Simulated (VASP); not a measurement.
# NbP: single point with PBE

Crystal: NbP.

```
CELL_PARAMETERS angstrom
3.31358 0.00000 0.00000
0.00000 3.31358 0.00000
0.00000 0.00000 11.49653
ATOMIC_POSITIONS crystal
Nb 0.50000 0.50000 0.00003
Nb 0.00000 0.50000 0.75003
Nb 0.00000 0.00000 0.50003
Nb 0.50000 0.00000 0.25003
P 0.00000 0.00000 0.08259
P 0.50000 0.00000 0.83259
P 0.50000 0.50000 0.58259
P 0.00000 0.50000 0.33259
```

This cell differs from its parent crystal: biaxial strain in the a-b plane: -1.0 %.

| Item | Value |
| --- | --- |
| Program | VASP 6.6.1 |
| Task | single point |
| Functional | PBE |
| Potentials or basis | VASP PAW PBE potentials, release 64 (Nb_sv, P) |
| Cutoff | 520 eV |
| k mesh | 10 × 10 × 4 |
| Occupations | gaussian, width 0.1 eV |
| Spin | no spin polarisation |

| Quantity | Value |
| --- | --- |
| Pressure | 2.7 GPa |
| Largest force | 0.106 eV/Å |
| Band gap on the k mesh | zero (bands 36 and 37 overlap by 0.17 eV) |

Forces in eV/Å, atoms in the order of the input:
```
Nb   0.000  0.000 -0.106
Nb   0.000  0.000 -0.106
Nb   0.000  0.000 -0.106
Nb   0.000  0.000 -0.106
P    0.000  0.000  0.106
P    0.000  0.000  0.106
P    0.000  0.000  0.106
P    0.000  0.000  0.106
```

Stress tensor (GPa, compression positive):
```
3.87 0.00 0.00
0.00 3.87 0.00
0.00 0.00 0.50
```

Levels at points of the mesh, in eV from the Fermi level:
| k point | band 33 | band 34 | band 35 | band 36 | band 37 | band 38 | band 39 | band 40 |
| --- | --- | --- | --- | --- | --- | --- | --- | --- |
| (0.00, 0.00, 0.00) | -1.34 | -1.34 | -0.45 | -0.45 | 0.91 | 1.26 | 1.26 | 1.65 |
| (0.50, 0.00, 0.00) | -1.54 | -1.54 | -0.12 | -0.12 | -0.01 | -0.01 | 1.52 | 1.52 |
| (0.50, 0.50, 0.00) | -0.40 | -0.40 | -0.40 | -0.40 | 3.08 | 3.08 | 3.08 | 3.08 |
| (0.00, 0.00, 0.50) | -0.86 | -0.86 | -0.86 | -0.86 | 1.01 | 1.01 | 1.53 | 1.53 |
| (0.50, 0.00, 0.50) | -1.59 | -1.59 | -0.18 | -0.18 | 0.10 | 0.10 | 1.35 | 1.35 |
| (0.50, 0.50, 0.50) | -0.38 | -0.38 | -0.38 | -0.38 | 3.07 | 3.07 | 3.07 | 3.07 |

It took 3.8 min on 1 thread of AMD EPYC 9R45 96-Core Processor (Zen 5), on a shared host, peak memory 0.39 GiB.

Caveat: the cell differs from its parent crystal (biaxial strain in the a-b plane: -1.0 %).
